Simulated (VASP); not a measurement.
A run of VASP 6.6.1:

The input INCAR:

```
ALGO = Normal
EDIFF = 1E-6
ENCUT = 520
GGA = PS
ISIF = 2
ISMEAR = 0
LASPH = True
LCHARG = False
LREAL = False
LWAVE = False
NBANDS = 14
NELM = 100
PREC = Accurate
SIGMA = 0.15
```

KPOINTS

```
k-points
0
Gamma
  18 18 18
```

POSCAR

```
ZrB
1.0
    0.0000000000      2.3540625000      2.3540625000
    2.3250000000      0.0290625000      2.3250000000
    2.3250000000      2.3250000000      0.0290625000
Zr B
1 1
Direct
    0.0000000000      0.0000000000      0.0000000000
    0.5000000000      0.5000000000      0.5000000000
```

Potentials or basis: VASP PAW PBE potentials, release 64 (Zr_sv, B).

Run with:

```bash
$ cat potpaw_PBE.64/Zr_sv/POTCAR potpaw_PBE.64/B/POTCAR > POTCAR
$ mpirun -np 1 vasp_std > vasp.out
```

Hardware: 1 thread of Intel(R) Xeon(R) 6975P-C (Granite Rapids), on a shared host.

**Question.** How long does it take, and how much memory?

**Answer.** Run time: 87 s on 1 thread of Intel(R) Xeon(R) 6975P-C (Granite Rapids), on a shared host, peak memory 0.41 GiB. Counts: scf iterations 12, k points 865.
